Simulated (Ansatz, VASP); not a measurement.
# One calculation of Te, two programs

File INCAR:

```
SYSTEM = Te
PREC = Accurate
ENCUT = 600
EDIFF = 1E-6
ISMEAR = 0
SIGMA = 0.1
LREAL = .False.
LASPH = .True.
NELM = 80
ALGO = Normal
ISIF = 3
LWAVE = .False.
LCHARG = .False.
GGA = PE
IBRION = 2
NSW = 100
EDIFFG = -0.01
```

Contents of KPOINTS:

```
regular mesh
0
Gamma
  9 9 16
  0 0 0
```

Contents of POSCAR:

```
Te
1.0
    6.5726963573      0.0000000000      0.0000000000
   -3.2863481787      5.6921220168      0.0000000000
    0.0000000000      0.0000000000      3.0252826116
Te
3
Direct
    0.0000000000      0.5000000000      0.5000000000
    0.5000000000      0.0000000000      0.5000000000
    0.5000000000      0.5000000000      0.5000000000
```

Input for Ansatz:

```yaml
crystal:
  lattice:
    - [6.5726963573, 0.0, 0.0]
    - [-3.2863481787, 5.6921220168, 0.0]
    - [0.0, 0.0, 3.0252826116]
  atoms:
    - { symbol: Te, position: [0.0, 0.5, 0.5] }
    - { symbol: Te, position: [0.5, 0.0, 0.5] }
    - { symbol: Te, position: [0.5, 0.5, 0.5] }
basis:
  ecutwfc: 420
kpoints:
  mp_grid: { grid: [9, 9, 16] }
hamiltonian:
  xc: pbe
scf:
  occupations: { method: gaussian, width: 0.1 }
output:
  forces: true
  stress: true
  eigenvalues: true
relax:
  adjacent_minimum: "off"
  f_tol: 0.01
  max_steps: 80
  cell: { stress_tol: 0.05 }
```

Alike in both runs: task relaxation of cell and atoms; functional PBE; k mesh 9 × 9 × 16; occupations gaussian, width 0.1 eV; no spin polarisation.

|  | VASP | Ansatz |
| --- | --- | --- |
| version | VASP 6.6.1 | Ansatz 0.2.0 |
| potentials or method | VASP PAW PBE potentials, release 64 (Te), cutoff 600 eV | scalar-relativistic, plane waves, PAW |
| valence electrons in the cell | 18 | 48 |

```csv
,VASP,Ansatz,Ansatz less VASP
"gap on the k mesh at the Fermi level, each at its own relaxed structure (eV)",none,none,-
relaxed volume (Å³/atom),37.48,37.52,+0.034
relaxed cell length with the largest relative difference (Å),3.191,3.192,+0.0010
```

A gap of «none» marks a metal or a gap that the smearing closes. VASP's potentials hold 18 valence electrons a cell and Ansatz's 48, so a difference there can come from the potentials and not from the codes.

Spin-orbit coupling is off throughout.
